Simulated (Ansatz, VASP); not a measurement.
# Al2Cu in VASP and in Ansatz

```xyz
6
Lattice="-3.0287 3.0287 2.4385 3.0287 -3.0287 2.4385 3.0287 3.0287 -2.4385" Properties=species:S:1:pos:R:3 pbc="T T T"
Al    0.9597    3.9884    0.0000
Al    2.0689    0.9597    0.0000
Al    2.0689   -0.9597    2.4385
Al    0.9597    2.0689    2.4385
Cu    0.0000    0.0000    1.2193
Cu    0.0000    0.0000    3.6578
```

Alike in both runs: functional PBE; k mesh 14 × 14 × 14; occupations gaussian, width 0.1 eV; no spin polarisation.

Ansatz relaxed the structure, and its values are those at the end. VASP's run is a single point on that final structure, the one shown.

|  | VASP | Ansatz |
| --- | --- | --- |
| version | VASP 6.6.1 | Ansatz 0.2.0 |
| potentials or method | VASP PAW PBE potentials, release 64 (Al, Cu) | scalar-relativistic, plane waves, PAW |
| plane-wave cutoff (eV) | 520 | 420 |
| valence electrons in the cell | 34 | 50 |

```tsv
	VASP	Ansatz	Ansatz less VASP
gap on the k mesh at the Fermi level (eV)	none	none	-
pressure (GPa)	0.5	0.0	-0.50
```

A gap of «none» marks a metal or a gap that the smearing closes. With one functional, cell and mesh, what is left measures potentials, basis and numerics. VASP's potentials hold 34 valence electrons a cell and Ansatz's 50, so a difference there can come from the potentials and not from the codes.
